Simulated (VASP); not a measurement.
Input of a VASP 6.6.1 run:

The input INCAR:

```
PREC = Accurate ; ENCUT = 520
EDIFF = 1E-6 ; ISMEAR = 0
SIGMA = 0.05 ; LREAL = False
LASPH = True ; NELM = 80
ALGO = Normal ; ISIF = 2
LWAVE = False ; LCHARG = False
GGA = PE ; IVDW = 12
NBANDS = 11
```

File KPOINTS:

```
Automatic mesh
0
Gamma
  12 12 12
```

The input POSCAR:

```
BN
1.0
    1.3512115259      0.7801223382      3.2380170272
   -1.3512115259      0.7801223382      3.2380170272
    0.0000000000     -1.5602446764      3.2380170272
B N
1 1
Direct
    0.9996712000      0.9996712000      0.9996712000
    0.3327618000      0.3327618000      0.3327618000
```

Potentials or basis: VASP PAW PBE potentials, release 64 (B, N).

Run with:

```console
$ cat potpaw_PBE.64/B/POTCAR potpaw_PBE.64/N/POTCAR > POTCAR
$ mpirun -np 1 vasp_std > vasp.out
```

**Question.** What does it give for the dispersion energy per atom?

**Answer.** -0.125 eV.

**Question.** Estimate the band gap on the k mesh.

**Answer.** 3.67 eV, indirect (least direct gap 4.13 eV).

Forces in eV/Å, atoms in the order of the input:
```
B    0.000  0.000  0.043
N    0.000  0.000 -0.043
```

Caveat: the cell differs from its parent crystal (strain +0.080 along x and y, -0.040 along z). A k mesh can miss the band edges.
